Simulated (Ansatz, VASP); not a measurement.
**Two plane-wave programs on AlAs**

```xyz
2
Lattice="0.0000 2.8639 2.8639 2.8639 0.0000 2.8639 2.8639 2.8639 0.0000" Properties=species:S:1:pos:R:3 pbc="T T T"
Al    0.0000    0.0000    0.0000
As    1.4320    1.4320    1.4320
```

Alike in both runs: functional PBE; k mesh 8 × 8 × 8; occupations gaussian, width 0.02 eV; no spin polarisation.

Ansatz relaxed the structure, and its values are those at the end. VASP's run is a single point on that final structure, the one shown.

```csv
,VASP,Ansatz
version,VASP 6.6.1,Ansatz 0.2.0
potentials or method,"VASP PAW PBE potentials, release 64 (Al, As), cutoff 500 eV","scalar-relativistic, plane waves, PAW"
valence electrons in the cell,8,18
```

|  | VASP | Ansatz | Ansatz less VASP |
| --- | --- | --- | --- |
| gap on the k mesh at the Fermi level (eV) | 1.49 | 1.50 | +0.009 |
| least direct gap on the mesh (eV) | 1.78 | 1.78 | -0.005 |
| pressure (GPa) | 0.2 | 0.0 | -0.16 |

The functional is the same, so the differences come from potentials, cutoffs and numerics. VASP's potentials hold 8 valence electrons a cell and Ansatz's 18, so a difference there can come from the potentials and not from the codes.
